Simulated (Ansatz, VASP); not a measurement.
## Hf3N: VASP beside Ansatz

The input INCAR:

```
PREC = Accurate
ENCUT = 520
EDIFF = 1E-6
ISMEAR = 0
SIGMA = 0.1
LREAL = False
LASPH = True
NELM = 80
ALGO = Normal
ISIF = 2
LWAVE = False
LCHARG = False
GGA = PS
NBANDS = 26
```

The input KPOINTS:

```
Automatic mesh
0
Gamma
  6 6 4
```

POSCAR

```
Hf3N
1.0
    3.0664776810      0.0000000000      0.0000000000
   -1.5332388406      2.6556475719      0.0000000000
    0.0000000000      0.0000000000      7.6091338475
Hf N
3 1
Direct
    0.0000000000      0.0000000000      0.5000000000
    0.3333333300      0.6666666700      0.1739300000
    0.6666666700      0.3333333300      0.8260700000
    0.0000000000      0.0000000000      0.0000000000
```

Input for Ansatz:

```yaml
crystal:
  lattice:
    - [3.066477681, 0.0, 0.0]
    - [-1.5332388406, 2.6556475719, 0.0]
    - [0.0, 0.0, 7.6091338475]
  atoms:
    - { symbol: Hf, position: [0.0, 0.0, 0.5] }
    - { symbol: Hf, position: [0.33333333, 0.66666667, 0.17393] }
    - { symbol: Hf, position: [0.66666667, 0.33333333, 0.82607] }
    - { symbol: "N", position: [0.0, 0.0, 0.0] }
basis:
  ecutwfc: 420
kpoints:
  mp_grid: { grid: [6, 6, 4] }
hamiltonian:
  xc: pbesol
scf:
  occupations: { method: gaussian, width: 0.1 }
output:
  forces: true
  stress: true
  eigenvalues: true
```

Alike in both runs: task single point; functional PBEsol; k mesh 6 × 6 × 4; occupations gaussian, width 0.1 eV; no spin polarisation.

|  | VASP | Ansatz |
| --- | --- | --- |
| version | VASP 6.6.1 | Ansatz 0.2.0 |
| potentials or method | VASP PAW PBE potentials, release 64 (Hf_pv, N), cutoff 520 eV | scalar-relativistic, plane waves, PAW |
| valence electrons in the cell | 35 | 83 |

VASP gave:

```
gap on the k mesh at the Fermi level (eV)                     : none
pressure (GPa)                                                : 11.9
traceless stress, the component that is largest in VASP (GPa) : -1.80
rms of the force components (eV/Å)                            : 0.483
```

Task: What did Ansatz give for the same quantities?

Result: gap on the k mesh at the Fermi level (eV): none; pressure (GPa): 12.8; traceless stress, the component that is largest in VASP (GPa): -1.91; rms of the force components (eV/Å): 0.449.

VASP's potentials were made for PBE, not for PBEsol. Atom by atom the forces differ by 0.033 eV/Å (rms over components). A gap of «none» marks a metal or a gap that the smearing closes. The functional is the same, so the differences come from potentials, cutoffs and numerics. VASP's potentials hold 35 valence electrons a cell and Ansatz's 83, so a difference there can come from the potentials and not from the codes.

The k mesh is coarse, so the values compare programs but aren't converged. Spin-orbit coupling is off throughout.
